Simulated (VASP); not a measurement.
# KI: single point with PBE

The system is KI.

```
CELL_PARAMETERS angstrom
0.00000 3.33340 3.33340
3.33340 0.00000 3.33340
3.33340 3.33340 0.00000
ATOMIC_POSITIONS crystal
K 0.00000 0.00000 0.00000
I 0.50000 0.50000 0.50000
```

This cell differs from its parent crystal: strain -6.0%.

```yaml
Program: VASP 6.6.1
Task: single point
Functional: PBE
Potentials_or_basis: VASP PAW PBE potentials, release 64 (K_sv, I)
Cutoff: 520 eV
k_mesh: 6 × 6 × 6
Occupations: fermi-dirac, width 0.02 eV
Spin: no spin polarisation
Dipole_correction: no
Further_INCAR_settings: ALGO = Normal; EDIFF = 1e-06; NBANDS = 15
```

* Pressure: 4.1 GPa
* Band gap on the k mesh: 4.42 eV, direct

Levels at points of the mesh, in eV from the valence-band top:
| k point | band 4 | band 5 | band 6 | band 7 | band 8 | band 9 | band 10 | band 11 | band 12 | band 13 |
| --- | --- | --- | --- | --- | --- | --- | --- | --- | --- | --- |
| (0.00, 0.00, 0.00) | -11.77 | -10.82 | 0.00 | 0.00 | 0.00 | 4.42 | 6.36 | 6.36 | 6.36 | 7.21 |
| (0.50, 0.00, 0.00) | -11.77 | -10.21 | -1.77 | -0.52 | -0.52 | 5.68 | 8.13 | 8.49 | 8.49 | 8.95 |
| (0.50, 0.50, 0.00) | -11.81 | -10.58 | -1.29 | -0.47 | -0.47 | 4.57 | 6.18 | 8.23 | 9.28 | 9.71 |

Run time: 15 s on 1 thread of Intel(R) Xeon(R) Platinum 8488C (Sapphire Rapids), with other jobs on the host, peak memory 0.2 GiB.

Caveat: the cell differs from its parent crystal (strain -6.0%); spin-orbit coupling is left out, which moves the levels of the heavy elements. A k mesh can miss the band edges.
